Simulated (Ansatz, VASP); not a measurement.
**Cd2S in VASP and in Ansatz**

```
CELL_PARAMETERS angstrom
4.00000 0.00000 0.00000
-2.00000 3.46410 0.00000
0.00000 0.00000 4.90000
ATOMIC_POSITIONS crystal
Cd 0.66667 0.33333 0.71000
Cd 0.33333 0.66667 0.29000
S 0.00000 0.00000 0.00000
```

Alike in both runs: task relaxation of cell and atoms; functional PBE; k mesh 6 × 6 × 4; occupations gaussian, width 0.2 eV; no spin polarisation.

```csv
,VASP,Ansatz
version,VASP 6.6.1,Ansatz 0.2.0
potentials or method,"VASP PAW PBE potentials, release 64 (Cd, S), cutoff 600 eV","scalar-relativistic, plane waves, PAW"
valence electrons in the cell,30,46
```

Ansatz gave:

- gap on the k mesh at the Fermi level, each at its own relaxed structure (eV): none
- relaxed volume (Å³/atom): 22.56
- relaxed length of the cell vector where the two differ most in proportion (Å): 5.390

**Question.** What did VASP give for the same quantities?

**Answer.** gap on the k mesh at the Fermi level, each at its own relaxed structure (eV): none; relaxed volume (Å³/atom): 22.56; relaxed length of the cell vector where the two differ most in proportion (Å): 5.362.

A gap of «none» marks a metal or a gap that the smearing closes. VASP's potentials hold 30 valence electrons a cell and Ansatz's 46, so a difference there can come from the potentials and not from the codes.
